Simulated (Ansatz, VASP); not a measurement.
**MgO: VASP beside Ansatz**

The input INCAR:

```
SYSTEM = MgO
PREC = Accurate ; ENCUT = 520
EDIFF = 1E-6 ; ISMEAR = 0
SIGMA = 0.05 ; LREAL = .FALSE.
LASPH = .TRUE. ; NELM = 100
ALGO = Normal ; ISIF = 2
LWAVE = .FALSE. ; LCHARG = .TRUE.
GGA = PE ; LELF = .TRUE.
LVHAR = .TRUE. ; NBANDS = 16
```

KPOINTS

```
regular mesh
0
G
  6 6 6
  0 0 0
```

Contents of POSCAR:

```
MgO
1.0
    3.3817865268      0.0000000000      0.0000000000
   -1.6908932634      2.9287130424      0.0000000000
    0.0000000000      0.0000000000      4.3033824566
Mg O
2 2
Direct
    0.6666666667      0.3333333333      0.7500000000
    0.3333333333      0.6666666667      0.2500000000
    0.6666666667      0.3333333333      0.2500000000
    0.3333333333      0.6666666667      0.7500000000
```

Input for Ansatz:

```yaml
crystal:
  lattice:
    - [3.3817865268, 0.0, 0.0]
    - [-1.6908932634, 2.9287130424, 0.0]
    - [0.0, 0.0, 4.3033824566]
  atoms:
    - { symbol: Mg, position: [0.6666666667, 0.3333333333, 0.75] }
    - { symbol: Mg, position: [0.3333333333, 0.6666666667, 0.25] }
    - { symbol: O, position: [0.6666666667, 0.3333333333, 0.25] }
    - { symbol: O, position: [0.3333333333, 0.6666666667, 0.75] }
basis:
  ecutwfc: 420
kpoints:
  mp_grid: { grid: [6, 6, 6] }
hamiltonian:
  xc: pbe
scf:
  occupations: { method: gaussian, width: 0.05 }
output:
  forces: true
  stress: true
  eigenvalues: true
```

Change from the starting cell: strain -0.030 along x and y, +0.030 along z, atoms carried along.

Alike in both runs: task single point; functional PBE; k mesh 6 × 6 × 6; occupations gaussian, width 0.05 eV; no spin polarisation.

|  | VASP | Ansatz |
| --- | --- | --- |
| version | VASP 6.6.1 | Ansatz 0.2.0 |
| potentials or method | VASP PAW PBE potentials, release 64 (Mg, O), cutoff 520 eV | scalar-relativistic, plane waves, PAW |
| valence electrons in the cell | 16 | 32 |

VASP gave:

```
gap on the k mesh at the Fermi level (eV)                     : 3.54
least direct gap on the mesh (eV)                             : 3.54
pressure (GPa)                                                : 9.4
traceless stress, the component that is largest in VASP (GPa) : -7.33
```

Task: What did Ansatz give for the same quantities?

Result: gap on the k mesh at the Fermi level (eV): 3.56; least direct gap on the mesh (eV): 3.56; pressure (GPa): 9.9; traceless stress, the component that is largest in VASP (GPa): -7.15.

VASP's potentials hold 16 valence electrons a cell and Ansatz's 32, so a difference there can come from the potentials and not from the codes.
